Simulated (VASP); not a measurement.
# Ga3N4 in VASP: a series of runs

Runs on Ga3N4. Level: PBE. Tasks: single point.

Program: VASP 6.6.1. These are calculated values, not measurements. Logs are shortened: lines on timing, memory, paths and dates and some standing lists are left out, and cuts for length are marked.

### 1 The cell of the first run

The cell holds a slab with vacuum, 7 atoms: a = 3.217 Å, b = 3.217 Å, c = 21.220 Å, α = 90.00°, β = 90.00°, γ = 90.00°.

### 2 Single point, PBE, collinear spin

INCAR

```
SYSTEM = Ga3N4
  PREC = Accurate
  ENCUT = 520
  EDIFF = 1E-6
  ISMEAR = 0
  SIGMA = 0.05
  LREAL = .False.
  LASPH = .True.
  NELM = 150
  ALGO = Normal
  ISIF = 2
  LWAVE = .False.
  LCHARG = .True.
  ISPIN = 2
  MAGMOM = 0 0 0 3 0 0 0
  LORBIT = 11
  LDIPOL = .True.
  IDIPOL = 3
  DIPOL = 0.5 0.5 0.354
  GGA = PE
  LELF = .True.
  LVHAR = .True.
  LVACPOTAV = .True.
  NBANDS = 42
```

KPOINTS

```
Automatic mesh
0
Gamma
  8 8 1
  0 0 0
```

POSCAR

```
Ga3N4
1.0
    3.2165072845      0.0000000000      0.0000000000
    0.0000000000      3.2165072845      0.0000000000
    0.0000000000      0.0000000000     21.2198072894
N Ga
4 3
Direct
    0.0000000000      0.5000000000      0.1885031257
    0.5000000000      0.0000000000      0.2956866680
    0.0000000000      0.5000000000      0.4029970640
    0.6250000000      0.5000000000      0.5435647482
    0.5000000000      0.5000000000      0.2420948968
    0.0000000000      0.0000000000      0.3470972838
    0.5000000000      0.5000000000      0.4580535137
```

Potentials or basis: VASP PAW PBE potentials, release 64 (N, Ga_d).

Run with:

```bash
$ cat potpaw_PBE.64/N/POTCAR potpaw_PBE.64/Ga_d/POTCAR > POTCAR
$ mpirun -np 1 vasp_std > vasp.out
```

OUTCAR:

```text
SYSTEM = Ga3N4
   PREC = Accurate
   ENCUT = 520
   EDIFF = 1E-6
   ISMEAR = 0
   LREAL = .False.
   LASPH = .True.
   NELM = 150
   ISIF = 2
   ISPIN = 2
   LORBIT = 11
   GGA = PE

 ion  position               nearest neighbor table
   1  0.000  0.500  0.189-   5 1.97   5 1.97
   2  0.500  0.000  0.296-   6 1.94   6 1.94   5 1.97   5 1.97
   3  0.000  0.500  0.403-   7 1.99   7 1.99   6 2.00   6 2.00
   4  0.625  0.500  0.544-   7 1.86
   5  0.500  0.500  0.242-   1 1.97   1 1.97   2 1.97   2 1.97
   6  0.000  0.000  0.347-   2 1.94   2 1.94   3 2.00   3 2.00
   7  0.500  0.500  0.458-   4 1.86   3 1.99   3 1.99

  LATTYP: Found a simple tetragonal cell.
 ALAT       =     3.2165072845
 C/A-ratio  =     6.5971581633

  Lattice vectors:

 A1 = (   3.2165072845,   0.0000000000,   0.0000000000)
 A2 = (   0.0000000000,   3.2165072845,   0.0000000000)
 A3 = (   0.0000000000,   0.0000000000,  21.2198072894)

Analysis of symmetry for initial positions (statically):
=====================================================================
 Subroutine PRICEL returns:
 Original cell was already a primitive cell.

 Routine SETGRP: Setting up the symmetry group for a
 simple tetragonal supercell.

 Subroutine GETGRP returns: Found  2 space group operations
 (whereof  2 operations were pure point group operations)
 out of a pool of 16 trial point group operations.

The static configuration has the point symmetry C_1h.

Analysis of symmetry for dynamics (positions and initial velocities):
=====================================================================
 Subroutine PRICEL returns:
 Original cell was already a primitive cell.

 Routine SETGRP: Setting up the symmetry group for a
 simple tetragonal supercell.

 Subroutine GETGRP returns: Found  2 space group operations
 (whereof  2 operations were pure point group operations)
 out of a pool of 16 trial point group operations.

The dynamic configuration has the point symmetry C_1h.

Analysis of structural, dynamic, and magnetic symmetry:
=====================================================================
 Subroutine PRICEL returns:
 Original cell was already a primitive cell.

 Routine SETGRP: Setting up the symmetry group for a
 simple tetragonal supercell.

 Subroutine GETGRP returns: Found  2 space group operations
 (whereof  2 operations were pure point group operations)
 out of a pool of 16 trial point group operations.

The overall configuration has the point symmetry C_1h.

 Subroutine INISYM returns: Found  2 space group operations
 (whereof  2 operations are pure point group operations),
 and found     1 'primitive' translations

----------------------------------------------------------------------------------------

                                     Primitive cell

  volume of cell :     219.5384

  direct lattice vectors                    reciprocal lattice vectors
     3.216507285  0.000000000  0.000000000     0.310896234  0.000000000  0.000000000
     0.000000000  3.216507285  0.000000000     0.000000000  0.310896234  0.000000000
     0.000000000  0.000000000 21.219807289     0.000000000  0.000000000  0.047125781

  length of vectors
     3.216507285  3.216507285 21.219807289     0.310896234  0.310896234  0.047125781

  position of ions in fractional coordinates (direct lattice)
     0.000000000  0.500000000  0.188503126
     0.500000000  0.000000000  0.295686668
     0.000000000  0.500000000  0.402997064
     0.625000000  0.500000000  0.543564748
     0.500000000  0.500000000  0.242094897
     0.000000000  0.000000000  0.347097284
     0.500000000  0.500000000  0.458053514

  ion indices of the primitive-cell ions
   primitive index   ion index
                 1           1
                 2           2
                 3           3
                 4           4
                 5           5
[... 35 lines left out ...]
  0.000000  0.250000  0.000000      2.000000
  0.375000  0.000000  0.000000      2.000000
[... 16 lines left out ...]
  0.500000  0.375000  0.000000      2.000000
 -0.375000  0.500000  0.000000      2.000000
   k-points           NKPTS =     25   k-points in BZ     NKDIM =     25   number of bands    NBANDS=     42
   number of dos      NEDOS =    301   number of ions     NIONS =      7
   total plane-waves  NPLWV =  92160
   dimension x,y,z NGX =    24 NGY =   24 NGZ =  160
   dimension x,y,z NGXF=    48 NGYF=   48 NGZF=  320
   ions per type =               4   3
   NGX,Y,Z   is equivalent  to a cutoff of  12.40, 12.40, 12.54 a.u.
   NGXF,Y,Z  is equivalent  to a cutoff of  24.81, 24.81, 25.07 a.u.
 SYSTEM =  Ga3N4
   PREC   = accura    normal or accurate (medium, high low for compatibility)
   ISTART =      0    job   : 0-new  1-cont  2-samecut
   ICHARG =      2    charge: 1-file 2-atom 10-const
   ISPIN  =      2    spin polarized calculation?
   LNONCOLLINEAR =      F non collinear calculations
   LSORBIT =      F    spin-orbit coupling
   LASPH  =      T    aspherical Exc in radial PAW
   ENCUT  =  520.0 eV  38.22 Ry    6.18 a.u.   5.98  5.98 39.45*2*pi/ulx,y,z
   NELM   =    150;   NELMIN=  2; NELMDL= -5     # of ELM steps
   EDIFF  = 0.1E-05   stopping-criterion for ELM
   LREAL  =      F    real-space projection
   EDIFFG = 0.1E-04   stopping-criterion for IOM
   NSW    =      0    number of steps for IOM
   IBRION =     -1    ionic relax: 0-MD 1-quasi-New 2-CG
   NFREE  =      0    steps in history (QN), initial steepest desc. (CG)
   ISIF   =      2    stress and relaxation
   ISYM   =      2    0-nonsym 1-usesym 2-fastsym
   POTIM  = 0.5000    time-step for ionic-motion
   TEBEG  =    0.0;   TEEND  =   0.0 temperature during run
   PSTRESS=    0.0 pullay stress
   NELECT =      59.0000    total number of electrons
   NUPDOWN=      -1.0000    fix difference up-down
   EMIN   =  10.00;   EMAX   =-10.00  energy-range for DOS
   EFERMI =   0.00;   METHOD = LEGACY
   ISMEAR =     0;   SIGMA  =   0.05  broadening in eV -4-tet -1-fermi 0-gaus
   EFERMI_NEDOS =   21; number of points for ismear=-14 and -15
   IALGO  =     38    algorithm
   IMIX   =      4    mixing-type and parameters
     AMIX     =   0.40;   BMIX     =  1.00
     AMIX_MAG =   1.60;   BMIX_MAG =  1.00
  volume/ion in A,a.u.               =      31.36       211.65
  Fermi-wavevector in a.u.,A,eV,Ry     =   1.056466  1.996430 15.185726  1.116119
  Thomas-Fermi vector in A             =   2.191702
   LORBIT       =     11    0 simple, 1 ext, 2 COOP (PROOUT), +10 PAW based schemes
   GGA     = PE    functional components
   LHFCALC =     F    Hartree Fock is set to
   AEXX    =    0.0000 exact exchange contribution
   IVDW    =     0    specifies the selected vdW correction
   LEPSILON=     F    determine dielectric tensor
   LRPA    =     F    only Hartree local field effects (RPA)
 spin polarized calculation
 Gauss-broadening in eV      SIGMA  =   0.05
  energy-cutoff  :      520.00
  volume of cell :      219.54
 maximum number of plane-waves:      5966
   NGX = 11   NGY = 11   NGZ = 79

 number of electron      59.0000024 magnetization       1.7584077

 dipolmoment           0.000000      0.000000     -0.012808 electrons x Angstroem

 Free energy of the ion-electron system (eV)
  ---------------------------------------------------
  ext. energy  EPLUGINS =         0.00000000
  ---------------------------------------------------
  free energy    TOTEN  =       -36.38289158 eV

  energy without entropy =      -36.37893965  energy(sigma->0) =      -36.38091561

 E-fermi :  -3.0892     XC(G=0):  -5.0556

 val. band max:       -3.0988247821   @ k =   0.0000   0.1250   0.0000
 cond. band min:      -3.0717702554   @ k =   0.0000   0.2500   0.0000
 fundamental gap:      0.0270545267
 Fermi energy:        -3.0891644505

 spin component 1

 k-point     1 :       0.0000    0.0000    0.0000
  band No.  band energies     occupation
      1     -19.3371      1.00000
      2     -18.8151      1.00000
      3     -18.2311      1.00000
      4     -17.5106      1.00000
      5     -17.4592      1.00000
      6     -17.4463      1.00000
[... 1045 lines left out ...]
     40       5.7430      0.00000
     41       7.2706      0.00000

 [... further k-points ...]

 spin component 2

 k-point     1 :       0.0000    0.0000    0.0000
  band No.  band energies     occupation
      1     -19.2899      1.00000
      2     -18.7671      1.00000
      3     -17.7894      1.00000
      4     -17.5205      1.00000
      5     -17.4575      1.00000
      6     -17.4334      1.00000
[... 1045 lines left out ...]
     40       5.8194      0.00000
     41       7.3691      0.00000

 [... further k-points ...]

 [bands above 41 left out]

------------------------ aborting loop because EDIFF is reached ----------------------------------------

  FORCE on cell =-STRESS in cart. coord.  units (eV):
  Direction    XX          YY          ZZ          XY          YZ          ZX
  --------------------------------------------------------------------------------------
  -------------------------------------------------------------------------------------
  Total       -0.2291634     -0.8089983     -1.5550753      0.0000000      0.0000000     -0.3586479
  in kB       -1.6724199     -5.9040178    -11.3488403      0.0000000      0.0000000     -2.6173898
  external PRESSURE =      -6.3084260 kB  Pullay stress =       0.0000000 kB

 VOLUME and BASIS-vectors are now :
 -----------------------------------------------------------------------------
  energy-cutoff  :      520.00
  volume of cell :      219.54
      direct lattice vectors                 reciprocal lattice vectors
     3.216507285  0.000000000  0.000000000     0.310896234  0.000000000  0.000000000
     0.000000000  3.216507285  0.000000000     0.000000000  0.310896234  0.000000000
     0.000000000  0.000000000 21.219807289     0.000000000  0.000000000  0.047125781

 POSITION                                       TOTAL-FORCE (eV/Angst)
 -----------------------------------------------------------------------------------
      0.00000      1.60825      4.00000         0.001292      0.000000      1.593992
      1.60825      0.00000      6.27441         0.020669      0.000000      0.641278
      0.00000      1.60825      8.55152         0.199973      0.000000      0.396129
      2.01032      1.60825     11.53434         0.006619      0.000000      0.031138
      1.60825      1.60825      5.13721        -0.001581      0.000000     -2.273481
      0.00000      0.00000      7.36534         0.028058      0.000000      0.077368
      1.60825      1.60825      9.71981        -0.255030      0.000000     -0.466425
 -----------------------------------------------------------------------------------
    total drift:                                0.000055     -0.000000      0.000522

  FREE ENERGIE OF THE ION-ELECTRON SYSTEM (eV)
  ---------------------------------------------------
  free  energy   TOTEN  =       -36.3828915780 eV

  energy  without entropy=      -36.3789396452  energy(sigma->0) =      -36.38091561

 vacuum level on the upper side and lower side of the slab         4.767         4.991

 total charge

# of ion       s       p       d       tot
------------------------------------------
    1        1.312   2.154   0.000   3.466
    2        1.237   2.486   0.000   3.723
    3        1.238   2.449   0.000   3.687
    4        1.351   2.046   0.000   3.397
    5        0.793   0.866  10.143  11.802
    6        0.790   0.854  10.159  11.803
    7        0.879   0.802  10.081  11.762
--------------------------------------------------
tot          7.601  11.656  30.383  49.640

 magnetization (x)

# of ion       s       p       d       tot
------------------------------------------
    1        0.006   0.051   0.000   0.056
    2        0.001   0.037   0.000   0.038
    3        0.000   0.015   0.000   0.015
    4        0.027   1.092   0.000   1.119
    5        0.003   0.006   0.011   0.020
    6       -0.003   0.001   0.001  -0.000
    7       -0.024  -0.033   0.030  -0.026
--------------------------------------------------
tot          0.010   1.169   0.042   1.221
```

It took 11 min on 1 thread of Intel Xeon 6975P-C (Granite Rapids), shared host; peak memory 0.58 GiB.

Results:

- Free energy: -36.3829 eV
- Largest force: 2.273 eV/Å
- Net moment: 1.76 μB per cell
- Site moments: N +0.06, +0.04, +0.01, +1.12; Ga +0.02, -0.00, -0.03 μB
- Valence electrons inside the program's atomic spheres: N 3.47, 3.72, 3.69, 3.40; Ga 11.80, 11.76

Forces on the atoms (eV/Å):
```
N    0.001  0.000  1.594
N    0.021  0.000  0.641
N    0.200  0.000  0.396
N    0.007  0.000  0.031
Ga  -0.002  0.000 -2.273
Ga   0.028  0.000  0.077
Ga  -0.255  0.000 -0.466
```

(Continued in part 2 of 2.)
